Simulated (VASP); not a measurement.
# Mg (P2_1/m) in VASP: notebook

The runs below take Mg through single point, with PBEsol.

Everything below comes from runs of VASP 6.6.1. Logs are shortened: lines on timing, memory, paths and dates and some standing lists are left out, and cuts for length are marked.

## Step 1: The cell of the first run

It takes space group P2_1/m (No. 11, monoclinic). The conventional cell has a = 3.209 Å, b = 5.210 Å, c = 3.209 Å, α = 90.00°, β = 120.00°, γ = 90.00°. Mg (site symmetry m) has 14 Mg at 2.99 to 4.05 Å within 4.1 Å.

## Step 2: Single point, PBEsol (atom 1 (Mg) moved by (-0.450, +0.450) A along x and y)

The input, INCAR:

```
SYSTEM = Mg
PREC     = Accurate       ! precision mode
ENCUT    = 520            ! plane-wave cutoff, eV
EDIFF    = 1E-6           ! SCF threshold, eV
ISMEAR   = 0              ! smearing method
SIGMA    = 0.15           ! smearing width, eV
LREAL    = .False.        ! projectors in reciprocal space
LASPH    = .True.         ! aspherical terms in the spheres
NELM     = 100            ! most SCF steps
ALGO     = Fast           ! electronic algorithm
ISIF     = 2              ! what is computed and relaxed
LWAVE    = .False.        ! write WAVECAR
LCHARG   = .True.         ! write CHGCAR
GGA      = PS             ! functional
LELF     = .True.         ! ELF
LVHAR    = .True.       
NBANDS   = 9              ! bands
```

The input, KPOINTS:

```
regular mesh
0
Gamma
  18 18 10
  0 0 0
```

The input, POSCAR:

```
Mg
1.0
    3.2092715325      0.0000000000      0.0000000000
   -1.6046357662      2.7793106748      0.0000000000
    0.0000000000      0.0000000000      5.2103300000
Mg
2
Direct
    0.2740699220      0.8285773174      0.2500000000
    0.6666666667      0.3333333333      0.7500000000
```

Potentials or basis: VASP PAW PBE potentials, release 64 (Mg).

The run is started by

```sh
cat potpaw_PBE.64/Mg/POTCAR > POTCAR
mpirun -np 1 vasp_std > vasp.out
```

OUTCAR:

```text
SYSTEM = Mg
   PREC = Accurate
   ENCUT = 520
   EDIFF = 1E-6
   ISMEAR = 0
   LREAL = .False.
   LASPH = .True.
   NELM = 100
   ISIF = 2
   GGA = PS

 ion  position               nearest neighbor table
   1  0.274  0.829  0.250-   2 2.99   2 2.99   2 3.16   2 3.16   2 3.59   2 3.59
   2  0.667  0.333  0.750-   1 2.99   1 2.99   1 3.16   1 3.16   1 3.59   1 3.59

  LATTYP: Found a hexagonal cell.
 ALAT       =     3.2092715325
 C/A-ratio  =     1.6235242008

  Lattice vectors:

 A1 = (   3.2092715325,   0.0000000000,   0.0000000000)
 A2 = (  -1.6046357662,   2.7793106748,   0.0000000000)
 A3 = (   0.0000000000,   0.0000000000,   5.2103300000)

Analysis of symmetry for initial positions (statically):
=====================================================================
 Subroutine PRICEL returns:
 Original cell was already a primitive cell.

 Routine SETGRP: Setting up the symmetry group for a
 hexagonal supercell.

 Subroutine GETGRP returns: Found  4 space group operations
 (whereof  1 operations were pure point group operations)
 out of a pool of 24 trial point group operations.

The static configuration has the point symmetry C_1 .
 The point group associated with its full space group is C_2h.

Analysis of symmetry for dynamics (positions and initial velocities):
=====================================================================
 Subroutine PRICEL returns:
 Original cell was already a primitive cell.

 Routine SETGRP: Setting up the symmetry group for a
 hexagonal supercell.

 Subroutine GETGRP returns: Found  4 space group operations
 (whereof  1 operations were pure point group operations)
 out of a pool of 24 trial point group operations.

The dynamic configuration has the point symmetry C_1 .
 The point group associated with its full space group is C_2h.

 Subroutine INISYM returns: Found  4 space group operations
 (whereof  1 operations are pure point group operations),
 and found     1 'primitive' translations

----------------------------------------------------------------------------------------

                                     Primitive cell

  volume of cell :      46.4739

  direct lattice vectors                    reciprocal lattice vectors
     3.209271532  0.000000000  0.000000000     0.311597193  0.179900723  0.000000000
    -1.604635766  2.779310675  0.000000000     0.000000000  0.359801446  0.000000000
     0.000000000  0.000000000  5.210330000     0.000000000  0.000000000  0.191926423

  length of vectors
     3.209271532  3.209271532  5.210330000     0.359801446  0.359801446  0.191926423

  position of ions in fractional coordinates (direct lattice)
     0.274069922  0.828577317  0.250000000
     0.666666667  0.333333333  0.750000000

  ion indices of the primitive-cell ions
   primitive index   ion index
                 1           1
                 2           2

----------------------------------------------------------------------------------------

 KPOINTS: regular mesh

Automatic generation of k-mesh.
 Grid dimensions read from file:
 generate k-points for:   18   18   10

 Generating k-lattice:

  Cartesian coordinates                     Fractional coordinates (reciprocal lattice)
     0.017310955  0.009994485  0.000000000     0.055555556  0.000000000  0.000000000
     0.000000000  0.019988969  0.000000000     0.000000000  0.055555556  0.000000000
     0.000000000  0.000000000  0.019192642     0.000000000  0.000000000  0.100000000

  Length of vectors
     0.019988969  0.019988969  0.019192642

  Shift w.r.t. Gamma in fractional coordinates (k-lattice)
     0.000000000  0.000000000  0.000000000

 Subroutine IBZKPT returns following result:
 ===========================================

 Found    984 irreducible k-points:

 Following reciprocal coordinates:
            Coordinates               Weight
  0.000000  0.000000  0.000000      1.000000
  0.055556  0.000000  0.000000      2.000000
  0.000000  0.055556  0.000000      2.000000
 -0.055556  0.055556  0.000000      2.000000
  0.111111  0.000000  0.000000      2.000000
  0.000000  0.111111  0.000000      2.000000
[... 16 lines left out ...]
  0.444444  0.000000  0.000000      2.000000
  0.000000  0.444444  0.000000      2.000000
 [... further k-points ...]
   k-points           NKPTS =    984   k-points in BZ     NKDIM =    984   number of bands    NBANDS=      9
   number of dos      NEDOS =    301   number of ions     NIONS =      2
   total plane-waves  NPLWV =  23040
   dimension x,y,z NGX =    24 NGY =   24 NGZ =   40
   dimension x,y,z NGXF=    48 NGYF=   48 NGZF=   80
   ions per type =               2
   NGX,Y,Z   is equivalent  to a cutoff of  12.43, 12.43, 12.76 a.u.
   NGXF,Y,Z  is equivalent  to a cutoff of  24.86, 24.86, 25.53 a.u.
 SYSTEM =  Mg
   PREC   = accura    normal or accurate (medium, high low for compatibility)
   ISTART =      0    job   : 0-new  1-cont  2-samecut
   ICHARG =      2    charge: 1-file 2-atom 10-const
   ISPIN  =      1    spin polarized calculation?
   LNONCOLLINEAR =      F non collinear calculations
   LSORBIT =      F    spin-orbit coupling
   LASPH  =      T    aspherical Exc in radial PAW
   ENCUT  =  520.0 eV  38.22 Ry    6.18 a.u.   5.97  5.97  9.69*2*pi/ulx,y,z
   NELM   =    100;   NELMIN=  2; NELMDL= -5     # of ELM steps
   EDIFF  = 0.1E-05   stopping-criterion for ELM
   LREAL  =      F    real-space projection
[... 7 lines left out ...]
   TEBEG  =    0.0;   TEEND  =   0.0 temperature during run
   PSTRESS=    0.0 pullay stress
   NELECT =       4.0000    total number of electrons
   NUPDOWN=      -1.0000    fix difference up-down
   EMIN   =  10.00;   EMAX   =-10.00  energy-range for DOS
   EFERMI =   0.00;   METHOD = LEGACY
   ISMEAR =     0;   SIGMA  =   0.15  broadening in eV -4-tet -1-fermi 0-gaus
   EFERMI_NEDOS =   21; number of points for ismear=-14 and -15
   IALGO  =     68    algorithm
   IMIX   =      4    mixing-type and parameters
     AMIX     =   0.40;   BMIX     =  1.00
     AMIX_MAG =   1.60;   BMIX_MAG =  1.00
  volume/ion in A,a.u.               =      23.24       156.81
  Fermi-wavevector in a.u.,A,eV,Ry     =   0.722812  1.365916  7.108458  0.522457
  Thomas-Fermi vector in A             =   1.812869
   LORBIT       =      0    0 simple, 1 ext, 2 COOP (PROOUT), +10 PAW based schemes
   GGA     = PS    functional components
   LHFCALC =     F    Hartree Fock is set to
   AEXX    =    0.0000 exact exchange contribution
   IVDW    =     0    specifies the selected vdW correction
   LEPSILON=     F    determine dielectric tensor
   LRPA    =     F    only Hartree local field effects (RPA)
 non-spin polarized calculation
 RMM-DIIS sequential band-by-band and
 Gauss-broadening in eV      SIGMA  =   0.15
  energy-cutoff  :      520.00
  volume of cell :       46.47
 maximum number of plane-waves:      1276
   NGX = 11   NGY = 11   NGZ = 19

 number of electron       4.0000000 magnetization

 Free energy of the ion-electron system (eV)
  ---------------------------------------------------
  ext. energy  EPLUGINS =         0.00000000
  ---------------------------------------------------
  free energy    TOTEN  =        -3.36232219 eV

  energy without entropy =       -3.35240628  energy(sigma->0) =       -3.35736423

 E-fermi :   2.5223     XC(G=0):  -8.4938

 val. band max:        2.5221243088   @ k =   0.5000  -0.2222  -0.2000
 cond. band min:       2.5229526880   @ k =  -0.3333  -0.4444  -0.3000
 fundamental gap:      0.0008283793
 Fermi energy:         2.5223044109

 k-point     1 :       0.0000    0.0000    0.0000
  band No.  band energies     occupation
      1      -4.3486      2.00000
      2       0.8516      2.00000
      3       1.2963      2.00000
      4      13.0836      0.00000
      5      13.3572      0.00000
      6      13.5343      0.00000
      7      13.7869      0.00000
      8      14.7141      0.00000
      9      14.8663      0.00000

 k-point     2 :       0.0556    0.0000    0.0000
  band No.  band energies     occupation
      1      -4.2884      2.00000
      2       0.9066      2.00000
      3       1.3549      2.00000
      4      12.0189      0.00000
      5      12.6106      0.00000
      6      13.0846      0.00000
      7      14.4784      0.00000
      8      15.2058      0.00000
      9      15.7828      0.00000

 k-point     3 :       0.0000    0.0556    0.0000
  band No.  band energies     occupation
      1      -4.2884      2.00000
      2       0.9066      2.00000
      3       1.3548      2.00000
      4      12.0662      0.00000
      5      12.5958      0.00000
      6      13.0266      0.00000
      7      14.5422      0.00000
      8      15.1467      0.00000
      9      15.8947      0.00000

 k-point     4 :      -0.0556    0.0556    0.0000
  band No.  band energies     occupation
      1      -4.2884      2.00000
      2       0.9067      2.00000
      3       1.3556      2.00000
      4      11.8057      0.00000
      5      12.5837      0.00000
      6      13.5279      0.00000
      7      14.3808      0.00000
      8      15.0970      0.00000
      9      15.6921      0.00000

 k-point     5 :       0.1111    0.0000    0.0000
  band No.  band energies     occupation
      1      -4.1078      2.00000
      2       1.0716      2.00000
      3       1.5298      2.00000
      4      10.3156      0.00000
      5      11.9029      0.00000
      6      12.3559      0.00000
      7      14.7225      0.00000
      8      15.0577      0.00000
      9      15.3154      0.00000

 k-point     6 :       0.0000    0.1111    0.0000
  band No.  band energies     occupation
      1      -4.1078      2.00000
      2       1.0716      2.00000
      3       1.5293      2.00000
      4      10.3492      0.00000
      5      11.8743      0.00000
      6      12.3550      0.00000
      7      14.7001      0.00000
      8      15.0600      0.00000
      9      15.4700      0.00000
[... 169 lines left out ...]
 k-point    21 :       0.0000    0.3889    0.0000
  band No.  band energies     occupation
      1      -1.4403      2.00000
      2       2.5273      0.96220
      3       3.5526      0.00000
      4       4.4697      0.00000
      5       7.5320      0.00000
      6       8.0802      0.00000
      7       9.7082      0.00000
      8      10.3810      0.00000
      9      14.2175      0.00000

 k-point    22 :      -0.3889    0.3889    0.0000
  band No.  band energies     occupation
      1      -1.4372      2.00000
      2       2.6858      0.12325
      3       3.5443      0.00000
      4       4.1261      0.00000
      5       7.6498      0.00000
      6       7.9064      0.00000
      7       9.5280      0.00000
      8      11.4518      0.00000
      9      13.8373      0.00000

 k-point    23 :       0.4444    0.0000    0.0000
  band No.  band energies     occupation
      1      -0.5687      2.00000
      2       1.4655      2.00000
      3       4.3761      0.00000
      4       5.1322      0.00000
      5       6.3889      0.00000
      6       7.0248      0.00000
      7       9.5940      0.00000
      8      10.1767      0.00000
      9      14.2655      0.00000

 k-point    24 :       0.0000    0.4444    0.0000
  band No.  band energies     occupation
      1      -0.5697      2.00000
      2       1.4593      2.00000
      3       4.3812      0.00000
      4       5.1709      0.00000
      5       6.3729      0.00000
      6       7.0402      0.00000
      7       9.5440      0.00000
      8      10.1621      0.00000
      9      14.0429      0.00000

 [... further k-points ...]
[... 5 lines left out ...]
  --------------------------------------------------------------------------------------
  -------------------------------------------------------------------------------------
  Total       -0.6076140     -0.1061802      0.1648634      0.3275413      0.0000000      0.0000000
  in kB      -20.9473741     -3.6605413      5.6836321     11.2919215      0.0000000      0.0000000
  external PRESSURE =      -6.3080944 kB  Pullay stress =       0.0000000 kB

 VOLUME and BASIS-vectors are now :
 -----------------------------------------------------------------------------
  energy-cutoff  :      520.00
  volume of cell :       46.47
      direct lattice vectors                 reciprocal lattice vectors
     3.209271532  0.000000000  0.000000000     0.311597193  0.179900723  0.000000000
    -1.604635766  2.779310675  0.000000000     0.000000000  0.359801446  0.000000000
     0.000000000  0.000000000  5.210330000     0.000000000  0.000000000  0.191926423

 POSITION                                       TOTAL-FORCE (eV/Angst)
 -----------------------------------------------------------------------------------
     -0.45000      2.30287      1.30258         0.000534     -0.248772      0.000000
      1.60464      0.92644      3.90775        -0.000534      0.248772      0.000000
 -----------------------------------------------------------------------------------
    total drift:                                0.000000     -0.000001     -0.000000

  FREE ENERGIE OF THE ION-ELECTRON SYSTEM (eV)
  ---------------------------------------------------
  free  energy   TOTEN  =        -3.3623221857 eV

  energy  without entropy=       -3.3524062805  energy(sigma->0) =       -3.35736423
```

It took 3.4 min on 1 thread of Intel Xeon Platinum 8259CL at 2.50GHz (Skylake/Cascade Lake), shared host; peak memory 0.48 GiB.

Results:

| Quantity | Value |
| --- | --- |
| Free energy | -3.3623 eV |
| Pressure | -0.6 GPa |
| Largest force | 0.249 eV/Å |
| Band gap on the k mesh | zero (bands 2 and 3 overlap by 2.25 eV) |

Forces in eV/Å, atoms in the order of the input:
```
Mg   0.001 -0.249  0.000
Mg  -0.001  0.249  0.000
```

Caveat: the cell differs from its parent crystal (atom 1 (Mg) moved by (-0.450, +0.450) A along x and y); the PAW data sets were made with another functional, which shifts forces and pressure a little.

(Continued in part 2 of 3.)
